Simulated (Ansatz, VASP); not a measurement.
PtSe2: VASP beside Ansatz

Contents of POSCAR:

```
PtSe2
1.0
    3.7286503610      0.0000000000      0.0000000000
   -1.8643251805      3.2291059344      0.0000000000
    0.0000000000      0.0000000000      5.3299281982
Pt Se
1 2
Direct
    0.0000000000      0.0000000000      0.0000000000
    0.3333333333      0.6666666667      0.2439755927
    0.6666666667      0.3333333333      0.7560244073
```

File INCAR.step1:

```
PREC = Accurate ; ENCUT = 520
ISMEAR = -1 ; SIGMA = 0.02
LREAL = False ; LASPH = True
NELM = 80 ; NBANDS = 18
GGA = PE ; ALGO = Normal
EDIFF = 1E-4 ; LWAVE = True
LCHARG = False
```

The input INCAR.step2:

```
PREC = Accurate ; ENCUT = 520
EDIFF = 1E-6 ; ISMEAR = -1
SIGMA = 0.02 ; LREAL = False
LASPH = True ; NELM = 80
ALGO = Normal ; ISIF = 2
LWAVE = False ; LCHARG = True
METAGGA = R2SCAN ; LMIXTAU = True
LELF = True ; LVHAR = True
NBANDS = 18 ; ISTART = 1
```

Contents of KPOINTS:

```
Automatic mesh
0
Gamma
  12 12 6
```

Input for Ansatz:

```yaml
crystal:
  lattice:
    - [3.728650361, 0.0, 0.0]
    - [-1.8643251805, 3.2291059344, 0.0]
    - [0.0, 0.0, 5.3299281982]
  atoms:
    - { symbol: Pt, position: [0.0, 0.0, 0.0] }
    - { symbol: Se, position: [0.3333333333, 0.6666666667, 0.2439755927] }
    - { symbol: Se, position: [0.6666666667, 0.3333333333, 0.7560244073] }
kpoints:
  mp_grid: { grid: [12, 12, 6] }
  band_path:
    path:
      - [0.0, 0.0, 0.0]
      - [0.5, 0.0, 0.0]
      - [0.3333333333, 0.3333333333, 0.0]
      - [0.0, 0.0, 0.5]
      - [0.5, 0.0, 0.5]
      - [0.3333333333, 0.3333333333, 0.5]
      - [0.0, 0.25, 0.3333333333]
      - [0.0, 0.28125, 0.296875]
    npoints: 1
hamiltonian:
  xc: r2scan
scf:
  occupations: { method: fermi_dirac, width: 0.02 }
  n_extra_bands: 4
output:
  forces: true
  stress: true
  eigenvalues: true
```

Change from the starting cell: uniaxial_z strain +1.0%.

Alike in both runs: task single point; functional r2SCAN; k mesh 12 × 12 × 6; occupations fermi-dirac, width 0.02 eV; no spin polarisation.

|  | VASP | Ansatz |
| --- | --- | --- |
| version | VASP 6.6.1 | Ansatz 0.2.0 |
| potentials or method | VASP PAW PBE potentials, release 64 (Pt, Se) | plane waves, PAW |
| plane-wave cutoff (eV) | 520 | 500 |
| valence electrons in the cell | 22 | 50 |

|  | VASP | Ansatz | Ansatz less VASP |
| --- | --- | --- | --- |
| pressure (GPa) | 1.2 | 1.1 | -0.07 |
| traceless stress, the component that is largest in VASP (GPa) | 0.04 | 0.09 | +0.047 |
| rms of the force components (eV/Å) | 0.008 | 0.014 | +0.0060 |

VASP's potentials were made for PBE, not for r2SCAN. Atom by atom the forces differ by 0.006 eV/Å (rms over components). VASP's potentials hold 22 valence electrons a cell and Ansatz's 50, so a difference there can come from the potentials and not from the codes.

Neither program's run includes spin-orbit coupling.
